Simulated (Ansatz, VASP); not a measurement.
## PtSe2 in VASP and in Ansatz

File INCAR:

```
PREC = Accurate ; ENCUT = 520
EDIFF = 1E-6 ; ISMEAR = -1
SIGMA = 0.05 ; LREAL = F
LASPH = T ; NELM = 100
ALGO = Normal ; ISIF = 2
LWAVE = F ; LCHARG = T
GGA = PE ; LELF = T
LVHAR = T ; NBANDS = 18
```

KPOINTS

```
regular mesh
0
Gamma
  11 11 7
```

The input POSCAR:

```
PtSe2
1.0
    3.7515277908      0.0000000000      0.0000000000
   -1.8757638954      3.2489183698      0.0000000000
    0.0000000000      0.0000000000      6.5219367433
Pt Se
1 2
Direct
    0.0000000000      0.0000000000      0.0000000000
    0.3333333333      0.6666666667      0.2003567022
    0.6666666667      0.3333333333      0.7996432978
```

Input for Ansatz:

```yaml
crystal:
  lattice:
    - [3.7515277908, 0.0, 0.0]
    - [-1.8757638954, 3.2489183698, 0.0]
    - [0.0, 0.0, 6.5219367433]
  atoms:
    - { symbol: Pt, position: [0.0, 0.0, 0.0] }
    - { symbol: Se, position: [0.3333333333, 0.6666666667, 0.2003567022] }
    - { symbol: Se, position: [0.6666666667, 0.3333333333, 0.7996432978] }
kpoints:
  mp_grid: { grid: [11, 11, 7] }
  band_path:
    path:
      - [0.0, 0.0, 0.0]
      - [0.5, 0.0, 0.0]
      - [0.3333333333, 0.3333333333, 0.0]
      - [0.0, 0.0, 0.0]
      - [0.0, 0.0, 0.5]
      - [0.5, 0.0, 0.5]
      - [0.3333333333, 0.3333333333, 0.5]
      - [0.0, 0.0, 0.5]
      - [0.5, 0.0, 0.5]
    npoints: 14
scf:
  occupations: { method: fermi_dirac, width: 0.05 }
hamiltonian:
  xc: pbe
  pseudopotentials: { kind: all_electron, lapw: { basis_error: 0.0005 } }
output:
  forces: true
  stress: true
  eigenvalues: true
  populations: true
```

Alike in both runs: task single point; functional PBE; k mesh 11 × 11 × 7; occupations fermi-dirac, width 0.05 eV; no spin polarisation.

|  | VASP | Ansatz |
| --- | --- | --- |
| version | VASP 6.6.1 | Ansatz 0.2.0 |
| potentials or method | VASP PAW PBE potentials, release 64 (Pt, Se), cutoff 520 eV | all-electron LAPW, scalar-relativistic |

```csv
,VASP,Ansatz,Ansatz less VASP
pressure (GPa),0.0,0.0,+0.03
```

Ansatz ran all-electron here, and VASP with PAW potentials.

Neither program's run includes spin-orbit coupling.
